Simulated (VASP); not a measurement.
Here is a VASP 6.6.1 calculation.

Contents of INCAR:

```
SYSTEM = Ni
ALGO = Normal ; EDIFF = 1E-7
ENCUT = 520 ; GGA = PS
ISIF = 2 ; ISMEAR = -1
ISPIN = 2 ; LASPH = .True.
LCHARG = .False. ; LMAXMIX = 4
LORBIT = 11 ; LREAL = .False.
LWAVE = .False. ; MAGMOM = 0.5
NBANDS = 15 ; NELM = 150
NUPDOWN = 0.5 ; PREC = Accurate
SIGMA = 0.05
```

KPOINTS

```
k-points
0
Gamma
  11 11 11
  0 0 0
```

Contents of POSCAR:

```
Ni
1.0
   -1.3837154700      1.3837154700      1.3837154700
    1.3837154700     -1.3837154700      1.3837154700
    1.3837154700      1.3837154700     -1.3837154700
Ni
1
Direct
    0.0000000000      0.0000000000      0.0000000000
```

Potentials or basis: VASP PAW PBE potentials, release 64 (Ni).

Command:

```console
$ cat potpaw_PBE.64/Ni/POTCAR > POTCAR
$ mpirun -np 1 vasp_std > vasp.out
```

Q: What does it give for the pressure?

A: -3.0 GPa.

Caveat: the PAW data sets were made with another functional, which shifts forces and pressure a little; the total moment is fixed, so each spin has its own Fermi level.
